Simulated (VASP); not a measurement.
A run of VASP 6.6.1:

Contents of INCAR:

```
PREC = Accurate
ENCUT = 520
EDIFF = 1E-6
ISMEAR = -1
SIGMA = 0.1
LREAL = False
LASPH = True
NELM = 80
ALGO = Normal
ISIF = 2
LWAVE = False
LCHARG = True
LELF = True
LVHAR = True
NBANDS = 12
```

The input KPOINTS:

```
Automatic mesh
0
Gamma
  17 17 17
```

File POSCAR:

```
La
1.0
   -1.6038123092      1.6038123092      1.6038123092
    1.6038123092     -1.6038123092      1.6038123092
    1.6038123092      1.6038123092     -1.6038123092
La
1
Direct
    0.0000000000      0.0000000000      0.0000000000
```

Potentials or basis: VASP PAW LDA potentials, release 64 (La).

The run is started by

```console
$ cat potpaw_LDA.64/La/POTCAR > POTCAR
$ mpirun -np 1 vasp_std > vasp.out
```

Hardware: 1 thread of AMD EPYC 9R45 96-Core Processor (Zen 5), with other jobs on the host.

Estimate the wall time of this run.

It took 26 s on 1 thread of AMD EPYC 9R45 96-Core Processor (Zen 5), with other jobs on the host, peak memory 0.14 GiB. Counts: scf iterations 12, k points 165.
